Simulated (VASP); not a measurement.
# RbBr (Fm-3m) in VASP: settings compared

RbBr is run at these levels: PBEsol, PBE-based screened hybrid; tasks: relaxation of cell and atoms, single point.

Program: VASP 6.6.1. These are calculated values, not measurements. Logs are shortened: lines on timing, memory, paths and dates and some standing lists are left out, and cuts for length are marked.

## 1. The cell of the first run

It takes space group Fm-3m (No. 225, cubic). The conventional cell has a = 6.854 Å, b = 6.854 Å, c = 6.854 Å, α = 90.00°, β = 90.00°, γ = 90.00°. Rb (site symmetry m-3m) has 6 Br at 3.43 Å within 4.5 Å. Within 4.5 Å of Br (site symmetry m-3m) lie 6 Rb at 3.43 Å.

## 2. Relaxation of cell and atoms, PBEsol, target pressure 20 GPa, at which the enthalpy is minimised

File INCAR:

```
  ALGO = Normal
  EDIFF = 1E-7
  EDIFFG = -0.005
  ENCUT = 600
  GGA = PS
  IBRION = 2
  ISIF = 3
  ISMEAR = -1
  LASPH = T
  LCHARG = F
  LREAL = F
  LWAVE = F
  NELM = 100
  NSW = 80
  PREC = Accurate
  PSTRESS = 200.0
  SIGMA = 0.05
```

File KPOINTS:

```
k-points
0
Gamma
  7 7 7
```

File POSCAR:

```
RbBr
1.0
    0.0000000000      3.4270000000      3.4270000000
    3.4270000000      0.0000000000      3.4270000000
    3.4270000000      3.4270000000      0.0000000000
Rb Br
1 1
Direct
    0.0000000000      0.0000000000      0.0000000000
    0.5000000000      0.5000000000      0.5000000000
```

Potentials or basis: VASP PAW PBE potentials, release 64 (Rb_sv, Br).

The run is started by

```bash
cat potpaw_PBE.64/Rb_sv/POTCAR potpaw_PBE.64/Br/POTCAR > POTCAR
mpirun -np 1 vasp_std > vasp.out
```

OUTCAR:

```text
EDIFF = 1E-7
   EDIFFG = -0.005
   ENCUT = 600
   GGA = PS
   IBRION = 2
   ISIF = 3
   ISMEAR = -1
   LASPH = T
   LREAL = F
   NELM = 100
   NSW = 80
   PREC = Accurate
   PSTRESS = 200.0

 ion  position               nearest neighbor table
   1  0.000  0.000  0.000-   2 3.43   2 3.43   2 3.43   2 3.43   2 3.43   2 3.43
   2  0.500  0.500  0.500-   1 3.43   1 3.43   1 3.43   1 3.43   1 3.43   1 3.43

  LATTYP: Found a face centered cubic cell.
 ALAT       =     6.8540000000

  Lattice vectors:

 A1 = (   0.0000000000,   3.4270000000,   3.4270000000)
 A2 = (   3.4270000000,   0.0000000000,   3.4270000000)
 A3 = (   3.4270000000,   3.4270000000,   0.0000000000)

Analysis of symmetry for initial positions (statically):
=====================================================================
 Subroutine PRICEL returns:
 Original cell was already a primitive cell.

 Routine SETGRP: Setting up the symmetry group for a
 face centered cubic supercell.

 Subroutine GETGRP returns: Found 48 space group operations
 (whereof 48 operations were pure point group operations)
 out of a pool of 48 trial point group operations.

The static configuration has the point symmetry O_h .

Analysis of symmetry for dynamics (positions and initial velocities):
=====================================================================
 Subroutine PRICEL returns:
 Original cell was already a primitive cell.

 Routine SETGRP: Setting up the symmetry group for a
 face centered cubic supercell.

 Subroutine GETGRP returns: Found 48 space group operations
 (whereof 48 operations were pure point group operations)
 out of a pool of 48 trial point group operations.

The dynamic configuration has the point symmetry O_h .

 Subroutine INISYM returns: Found 48 space group operations
 (whereof 48 operations are pure point group operations),
 and found     1 'primitive' translations

----------------------------------------------------------------------------------------

                                     Primitive cell

  volume of cell :      80.4956

  direct lattice vectors                    reciprocal lattice vectors
     0.000000000  3.427000000  3.427000000    -0.145900204  0.145900204  0.145900204
     3.427000000  0.000000000  3.427000000     0.145900204 -0.145900204  0.145900204
     3.427000000  3.427000000  0.000000000     0.145900204  0.145900204 -0.145900204

  length of vectors
     4.846509878  4.846509878  4.846509878     0.252706567  0.252706567  0.252706567

  position of ions in fractional coordinates (direct lattice)
     0.000000000  0.000000000  0.000000000
     0.500000000  0.500000000  0.500000000

  ion indices of the primitive-cell ions
   primitive index   ion index
                 1           1
                 2           2

----------------------------------------------------------------------------------------

 KPOINTS: k-points

Automatic generation of k-mesh.
 Grid dimensions read from file:
 generate k-points for:    7    7    7

 Generating k-lattice:

  Cartesian coordinates                     Fractional coordinates (reciprocal lattice)
    -0.020842886  0.020842886  0.020842886     0.142857143  0.000000000  0.000000000
     0.020842886 -0.020842886  0.020842886     0.000000000  0.142857143  0.000000000
     0.020842886  0.020842886 -0.020842886     0.000000000  0.000000000  0.142857143

  Length of vectors
     0.036100938  0.036100938  0.036100938

  Shift w.r.t. Gamma in fractional coordinates (k-lattice)
     0.000000000  0.000000000  0.000000000

 Subroutine IBZKPT returns following result:
 ===========================================

 Found     20 irreducible k-points:

 Following reciprocal coordinates:
            Coordinates               Weight
  0.000000  0.000000  0.000000      1.000000
  0.142857  0.000000  0.000000      8.000000
  0.285714  0.000000  0.000000      8.000000
  0.428571  0.000000  0.000000      8.000000
  0.142857  0.142857  0.000000      6.000000
  0.285714  0.142857  0.000000     24.000000
[... 12 lines left out ...]
 -0.428571  0.428571  0.142857     24.000000
 -0.285714  0.428571  0.142857     24.000000
   k-points           NKPTS =     20   k-points in BZ     NKDIM =     20   number of bands    NBANDS=     12
   number of dos      NEDOS =    301   number of ions     NIONS =      2
   total plane-waves  NPLWV =  64000
   dimension x,y,z NGX =    40 NGY =   40 NGZ =   40
   dimension x,y,z NGXF=    80 NGYF=   80 NGZF=   80
   ions per type =               1   1
   NGX,Y,Z   is equivalent  to a cutoff of  13.72, 13.72, 13.72 a.u.
   NGXF,Y,Z  is equivalent  to a cutoff of  27.44, 27.44, 27.44 a.u.
 SYSTEM =  unknown system
   PREC   = accura    normal or accurate (medium, high low for compatibility)
   ISTART =      0    job   : 0-new  1-cont  2-samecut
   ICHARG =      2    charge: 1-file 2-atom 10-const
   ISPIN  =      1    spin polarized calculation?
   LNONCOLLINEAR =      F non collinear calculations
   LSORBIT =      F    spin-orbit coupling
   LASPH  =      T    aspherical Exc in radial PAW
   ENCUT  =  600.0 eV  44.10 Ry    6.64 a.u.   9.68  9.68  9.68*2*pi/ulx,y,z
   NELM   =    100;   NELMIN=  2; NELMDL= -5     # of ELM steps
   EDIFF  = 0.1E-06   stopping-criterion for ELM
   LREAL  =      F    real-space projection
   EDIFFG = -.5E-02   stopping-criterion for IOM
   NSW    =     80    number of steps for IOM
   IBRION =      2    ionic relax: 0-MD 1-quasi-New 2-CG
   NFREE  =      1    steps in history (QN), initial steepest desc. (CG)
   ISIF   =      3    stress and relaxation
   ISYM   =      2    0-nonsym 1-usesym 2-fastsym
   POTIM  = 0.5000    time-step for ionic-motion
   TEBEG  =    0.0;   TEEND  =   0.0 temperature during run
   PSTRESS=  200.0 pullay stress
   NELECT =      16.0000    total number of electrons
   NUPDOWN=      -1.0000    fix difference up-down
   EMIN   =  10.00;   EMAX   =-10.00  energy-range for DOS
   EFERMI =   0.00;   METHOD = LEGACY
   ISMEAR =    -1;   SIGMA  =   0.05  broadening in eV -4-tet -1-fermi 0-gaus
   EFERMI_NEDOS =   21; number of points for ismear=-14 and -15
   IALGO  =     38    algorithm
   IMIX   =      4    mixing-type and parameters
     AMIX     =   0.40;   BMIX     =  1.00
     AMIX_MAG =   1.60;   BMIX_MAG =  1.00
  volume/ion in A,a.u.               =      40.25       271.61
  Fermi-wavevector in a.u.,A,eV,Ry     =   0.955412  1.805467 12.419564  0.912812
  Thomas-Fermi vector in A             =   2.084247
   LORBIT       =      0    0 simple, 1 ext, 2 COOP (PROOUT), +10 PAW based schemes
   GGA     = PS    functional components
   LHFCALC =     F    Hartree Fock is set to
   AEXX    =    0.0000 exact exchange contribution
   IVDW    =     0    specifies the selected vdW correction
   LEPSILON=     F    determine dielectric tensor
   LRPA    =     F    only Hartree local field effects (RPA)
 conjugate gradient relaxation of ions
 non-spin polarized calculation
  energy-cutoff  :      600.00
  volume of cell :       80.50
 maximum number of plane-waves:      2733
   NGX = 19   NGY = 19   NGZ = 19

--------------------------------------- Ionic step        1  -------------------------------------------

 number of electron      16.0000001 magnetization

 Free energy of the ion-electron system (eV)
  ---------------------------------------------------
  ext. energy  EPLUGINS =         0.00000000
  ---------------------------------------------------
  free energy    TOTEN  =        -6.35543387 eV

  energy without entropy =       -6.35543387  energy(sigma->0) =       -6.35543387

 E-fermi :  -0.7971     XC(G=0):  -7.4053

 val. band max:       -1.8451944617   @ k =   0.0000   0.0000   0.0000
 cond. band min:       2.3662974815   @ k =   0.0000   0.0000   0.0000
 fundamental gap:      4.2114919431
 Fermi energy:        -0.7971185226

 k-point     1 :       0.0000    0.0000    0.0000
  band No.  band energies     occupation
      1     -26.2004      2.00000
      2     -14.0387      2.00000
      3     -10.2879      2.00000
      4     -10.2879      2.00000
      5     -10.2879      2.00000
      6      -1.8452      2.00000
      7      -1.8452      2.00000
      8      -1.8452      2.00000
      9       2.3663      0.00000
     10       5.3551      0.00000
     11       5.3551      0.00000
     12       5.3551      0.00000

 k-point     2 :       0.1429    0.0000    0.0000
  band No.  band energies     occupation
      1     -26.1986      2.00000
      2     -14.0467      2.00000
      3     -10.2894      2.00000
      4     -10.2894      2.00000
      5     -10.2793      2.00000
      6      -2.0885      2.00000
      7      -1.9190      2.00000
      8      -1.9190      2.00000
      9       2.8577      0.00000
     10       5.2301      0.00000
     11       5.5992      0.00000
     12       5.5992      0.00000
[... 702 lines left out ...]
 VOLUME and BASIS-vectors are now :
 -----------------------------------------------------------------------------
  energy-cutoff  :      600.00
  volume of cell :       51.78
      direct lattice vectors                 reciprocal lattice vectors
     0.000000000  2.958386819  2.958386819    -0.169011029  0.169011029  0.169011029
     2.958386819  0.000000000  2.958386819     0.169011029 -0.169011029  0.169011029
     2.958386819  2.958386819  0.000000000     0.169011029  0.169011029 -0.169011029

 POSITION                                       TOTAL-FORCE (eV/Angst)
 -----------------------------------------------------------------------------------
      2.95839      5.91677      2.95839         0.000000     -0.000000     -0.000000
      2.95839      2.95839      2.95839        -0.000000      0.000000      0.000000
 -----------------------------------------------------------------------------------
    total drift:                               -0.000000     -0.000000     -0.000000

  FREE ENERGIE OF THE ION-ELECTRON SYSTEM (eV)
  ---------------------------------------------------
  free  energy   TOTEN  =        -5.2720195899 eV

  energy  without entropy=       -5.2720195898  energy(sigma->0) =       -5.27201959

  enthalpy is  TOTEN    =         1.1921729790 eV   P V=        6.4641925688

--------------------------------------- Ionic step        5  -------------------------------------------

 number of electron      16.0000000 magnetization

 Free energy of the ion-electron system (eV)
  ---------------------------------------------------
  ext. energy  EPLUGINS =         0.00000000
  ---------------------------------------------------
  free energy    TOTEN  =        -5.20080678 eV

  energy without entropy =       -5.20080678  energy(sigma->0) =       -5.20080678

 E-fermi :   1.7038     XC(G=0):  -9.4273

 val. band max:        0.6174750849   @ k =   0.0000   0.0000   0.0000
 cond. band min:       5.0427668313   @ k =   0.4286   0.4286   0.0000
 fundamental gap:      4.4252917464
 Fermi energy:         1.7037776874

 k-point     1 :       0.0000    0.0000    0.0000
  band No.  band energies     occupation
      1     -23.2619      2.00000
      2     -12.2818      2.00000
      3      -7.3629      2.00000
      4      -7.3629      2.00000
      5      -7.3629      2.00000
      6       0.6175      2.00000
      7       0.6175      2.00000
      8       0.6175      2.00000
      9       6.2325      0.00000
     10       7.3920      0.00000
     11       7.3920      0.00000
     12       7.3920      0.00000

 k-point     2 :       0.1429    0.0000    0.0000
  band No.  band energies     occupation
      1     -23.2426      2.00000
      2     -12.3661      2.00000
      3      -7.3627      2.00000
      4      -7.3627      2.00000
      5      -7.2760      2.00000
      6       0.0910      2.00000
      7       0.3713      2.00000
      8       0.3713      2.00000
      9       6.9384      0.00000
     10       7.4159      0.00000
     11       7.7721      0.00000
     12       7.7721      0.00000
[... 281 lines left out ...]
 VOLUME and BASIS-vectors are now :
 -----------------------------------------------------------------------------
  energy-cutoff  :      600.00
  volume of cell :       51.20
      direct lattice vectors                 reciprocal lattice vectors
     0.000000000  2.947188575  2.947188575    -0.169653209  0.169653209  0.169653209
     2.947188575  0.000000000  2.947188575     0.169653209 -0.169653209  0.169653209
     2.947188575  2.947188575  0.000000000     0.169653209  0.169653209 -0.169653209

 POSITION                                       TOTAL-FORCE (eV/Angst)
 -----------------------------------------------------------------------------------
      0.00000      0.00000      0.00000        -0.000000     -0.000000     -0.000000
      2.94719      2.94719      2.94719         0.000000      0.000000      0.000000
 -----------------------------------------------------------------------------------
    total drift:                                0.000000     -0.000000     -0.000000

  FREE ENERGIE OF THE ION-ELECTRON SYSTEM (eV)
  ---------------------------------------------------
  free  energy   TOTEN  =        -5.2008067833 eV

  energy  without entropy=       -5.2008067832  energy(sigma->0) =       -5.20080678

  enthalpy is  TOTEN    =         1.1902574669 eV   P V=        6.3910642502

 reached required accuracy - stopping structural energy minimisation
```

It took 95 s on 1 thread of Intel Xeon Platinum 8488C (Sapphire Rapids), shared host; peak memory 0.26 GiB.

What came out:

```yaml
Free_energy: -5.2008 eV
Relaxed_volume: 25.60 Å³/atom
Relaxed_cell: a = 4.168 Å, b = 4.168 Å, c = 4.168 Å, α = 60.00°, β = 60.00°, γ = 60.00°
Space_group_after_relaxing_to_0.05_Å: Fm-3m (No. 225)
Energy_change_on_relaxing_the_enthalpy_is_what_falls: +577.3 meV/atom
Ionic_steps: 5
Pressure_after_relaxing: 20.0 GPa
Band_gap_on_the_k_mesh: 4.43 eV, indirect (least direct gap 4.47 eV)
```

Step by step:
```
step  energy change (eV)  largest force (eV/Å)  pressure (GPa)  volume (Å³)
   1              0.0000                0.0000           -0.02        80.50
   2              5.9577                0.0000           94.60        34.97
   3              0.9514                0.0000           16.98        52.96
   4              1.0834                0.0000           18.95        51.78
   5              1.1546                0.0000           20.01        51.20
```

Final structure:
```cif
data_structure
_symmetry_space_group_name_H-M 'P 1'
_symmetry_Int_Tables_number 1
_cell_length_a 4.1680
_cell_length_b 4.1680
_cell_length_c 4.1680
_cell_angle_alpha 60.000
_cell_angle_beta 60.000
_cell_angle_gamma 60.000
_cell_volume 51.20
loop_
_atom_site_label
_atom_site_type_symbol
_atom_site_fract_x
_atom_site_fract_y
_atom_site_fract_z
_atom_site_occupancy
Rb1 Rb 0.00000 0.00000 0.00000 1
Br1 Br 0.50000 0.50000 0.50000 1
```

Caveat: the cell is relaxed towards a set pressure, so the enthalpy falls and the energy may rise; the volume moved by over 15 % at a fixed basis, so the end points are rough; the PAW data sets were made with another functional, which shifts forces and pressure a little. A k mesh can miss the band edges.

## 3. Relaxation of cell and atoms, PBEsol, target pressure 30 GPa, at which the enthalpy is minimised

File INCAR:

```
PREC = Accurate
ENCUT = 600
EDIFF = 1E-6
ISMEAR = -1
SIGMA = 0.05
LREAL = F
LASPH = T
NELM = 100
ALGO = Normal
ISIF = 3
LWAVE = F
LCHARG = F
GGA = PS
IBRION = 2
NSW = 80
EDIFFG = -0.005
PSTRESS = 300.0
```

File KPOINTS:

```
Automatic mesh
0
Gamma
  7 7 7
```

POSCAR is that of step 2.

Potentials or basis: VASP PAW PBE potentials, release 64 (Rb_sv, Br).

The run is started by

```bash
cat potpaw_PBE.64/Rb_sv/POTCAR potpaw_PBE.64/Br/POTCAR > POTCAR
mpirun -np 1 vasp_std > vasp.out
```

It took 3 min on 1 thread of Intel Xeon Platinum 8488C (Sapphire Rapids), shared host; peak memory 0.27 GiB.

The run converged. Its results:

```yaml
Free_energy: -4.5300 eV
Relaxed_volume: 23.42 Å³/atom
Relaxed_cell: a = 4.046 Å, b = 4.046 Å, c = 4.046 Å, α = 60.00°, β = 60.00°, γ = 60.00°
Space_group_after_relaxing_to_0.05_Å: Fm-3m (No. 225)
Energy_change_on_relaxing_the_enthalpy_is_what_falls: +912.7 meV/atom
Ionic_steps: 18
Pressure_after_relaxing: 30.0 GPa
Band_gap_on_the_k_mesh: 4.00 eV, direct
```

Step by step:
```tsv
step	energy change (eV)	largest force (eV/Å)	pressure (GPa)	volume (Å³)
1	0.0000	0.0000	-0.02	80.50
2	24.4780	0.0000	405.80	20.72
3	0.7861	0.0000	14.49	54.65
4	1.2684	0.0000	21.70	50.32
5	1.8826	0.0000	30.84	46.54
6	1.7772	0.0000	29.28	47.10
7	1.7789	0.0000	29.30	47.09
8	1.7838	0.0000	29.38	47.07
9	1.7839	0.0000	29.38	47.07
10	1.7840	0.0000	29.38	47.06
11	1.7843	0.0000	29.38	47.06
12	1.7848	0.0000	29.38	47.06
13	1.7858	0.0000	29.37	47.05
14	1.7879	0.0000	29.44	47.04
15	1.7921	0.0000	29.50	47.02
16	1.8004	0.0000	29.63	46.98
17	1.8172	0.0000	29.88	46.89
18	1.8255	0.0000	30.00	46.84
```

Final structure:
```
Rb Br
1.0
     0.00000    2.86109    2.86109
     2.86109    0.00000    2.86109
     2.86109    2.86109    0.00000
Rb Br
1 1
Direct
  0.00000 0.00000 0.00000
  0.50000 0.50000 0.50000
```

Levels at points of the mesh, in eV from the valence-band top:
| k point | band 5 | band 6 | band 7 | band 8 | band 9 | band 10 | band 11 | band 12 |
| --- | --- | --- | --- | --- | --- | --- | --- | --- |
| (0.00, 0.00, 0.00) | -8.06 | -0.04 | -0.04 | -0.04 | 5.96 | 6.52 | 6.52 | 6.52 |

Caveat: the cell is relaxed towards a set pressure, so the enthalpy falls and the energy may rise; the volume moved by over 15 % at a fixed basis, so the end points are rough; the PAW data sets were made with another functional, which shifts forces and pressure a little. A k mesh can miss the band edges.

## 4. Single point, PBE-based screened hybrid

POSCAR is that of step 3.

File INCAR.step1:

```
ALGO = Normal
EDIFF = 1E-5
ENCUT = 520
GGA = PE
ISIF = 2
ISMEAR = -1
LASPH = True
LCHARG = False
LREAL = False
LWAVE = True
NBANDS = 15
NELM = 60
PREC = Accurate
SIGMA = 0.05
```

File INCAR.step2:

```
AEXX = 0.25
ALGO = Normal
EDIFF = 1E-6
ENCUT = 520
GGA = PE
HFSCREEN = 0.15
ISIF = 2
ISMEAR = -1
ISTART = 1
LASPH = True
LCHARG = False
LHFCALC = True
LREAL = False
LWAVE = False
NBANDS = 15
NELM = 60
PREC = Accurate
PRECFOCK = Normal
SIGMA = 0.05
```

File KPOINTS:

```
k-points
0
Gamma
  4 4 4
```

The run is started by

```bash
cat potpaw_PBE.64/Rb_sv/POTCAR potpaw_PBE.64/Br/POTCAR > POTCAR
cp INCAR.step1 INCAR
mpirun -np 1 vasp_std > vasp.out
cp INCAR.step2 INCAR
mpirun -np 1 vasp_std > vasp.out
```

Wall time 6.6 min (1 thread of Intel Xeon Platinum 8488C (Sapphire Rapids), shared host); peak memory 0.32 GiB.

The run converged. Its results:

```yaml
Free_energy: -7.1872 eV
Pressure: 0.8 GPa
Band_gap_on_the_k_mesh: 5.70 eV, direct
```

Levels at points of the mesh, in eV from the valence-band top:
```tsv
k point	band 4	band 5	band 6	band 7	band 8	band 9	band 10	band 11	band 12	band 13
(0.00, 0.00, 0.00)	-9.02	-9.02	0.00	0.00	0.00	5.70	8.73	8.73	8.73	9.71
(0.50, 0.00, 0.00)	-9.02	-8.96	-1.03	-0.37	-0.37	8.14	9.17	11.11	11.11	11.64
(0.50, 0.50, 0.00)	-9.09	-9.09	-0.51	-0.17	-0.17	6.94	8.61	10.62	10.84	11.10
```

Caveat: the PAW data sets were made with another functional, which shifts forces and pressure a little.

(Continued in part 2 of 2.)
